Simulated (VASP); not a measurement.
Runs of VASP 6.6.1 on Ge. The structure is that of space group Fd-3m (No. 227), or close to it. The cells are those of the table. 

```csv
task,cell,cutoff (eV),gap on the mesh (eV),pressure (GPa)
single point,"a = 4.013 Å, angles 60.0°, 2 atoms",520,0.32,0.0
single point,"a = 3.931 Å, angles 60.0°, 2 atoms",520,0.62,(b)
single point,"a = 3.972 Å, angles 60.0°, 2 atoms",520,0.52,(a)
relaxation of cell and atoms,"relaxed from a = 4.001 Å, angles 60.0°, 2 atoms",600,0.31,0.0
```

Alike in all rows: level r2SCAN; potentials or basis VASP PAW PBE potentials, release 64 (Ge_d); no spin polarisation; k mesh 12 × 12 × 12; smearing gaussian 0.02 eV.

Problem. Fill in the values left out.

Solution. (a) 2.4; (b) 5.2.

Caveats: the PAW data sets were made with another functional, which shifts forces and pressure a little.

A k mesh can miss the band edges, and the runs leave out spin-orbit coupling on Ge.
